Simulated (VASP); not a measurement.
Here is a VASP 6.6.1 calculation.

File INCAR:

```
ALGO     = Normal         # electronic algorithm
EDIFF    = 1E-6           # SCF threshold, eV
ENCUT    = 520            # plane-wave cutoff, eV
GGA      = PE             # functional
ISIF     = 2              # what is computed and relaxed
ISMEAR   = 0              # smearing method
LASPH    = T              # aspherical terms in the spheres
LCHARG   = T              # write CHGCAR
LELF     = T              # ELF
LREAL    = F              # projectors in reciprocal space
LVHAR    = T            
LWAVE    = F              # write WAVECAR
NBANDS   = 11             # bands
NELM     = 80             # most SCF steps
PREC     = Accurate       # precision mode
SIGMA    = 0.05           # smearing width, eV
```

KPOINTS

```
k-points
0
Gamma
  12 12 12
```

Contents of POSCAR:

```
C
1.0
    0.0000000000      1.7566490000      1.7298980000
    1.7566490000      0.0000000000      1.7298980000
    1.7566490000      1.7566490000      0.0000000000
C
2
Direct
    0.5000000000      0.5000000000      0.5000000000
    0.7500000000      0.7500000000      0.7500000000
```

Potentials or basis: VASP PAW PBE potentials, release 64 (C).

Launch:

```bash
$ cat potpaw_PBE.64/C/POTCAR > POTCAR
$ mpirun -np 1 vasp_std > vasp.out
```

What does it give for the pressure?

32.5 GPa.

What does it give for the band gap on the k mesh?

3.89 eV, indirect (least direct gap 5.47 eV).

Stress tensor (GPa, compression positive):
```
27.51  0.00  0.00
 0.00 27.51  0.00
 0.00  0.00 42.47
```

Caveat: the cell differs from its parent crystal (strain -0.015 along x and y, -0.030 along z). A k mesh can miss the band edges.
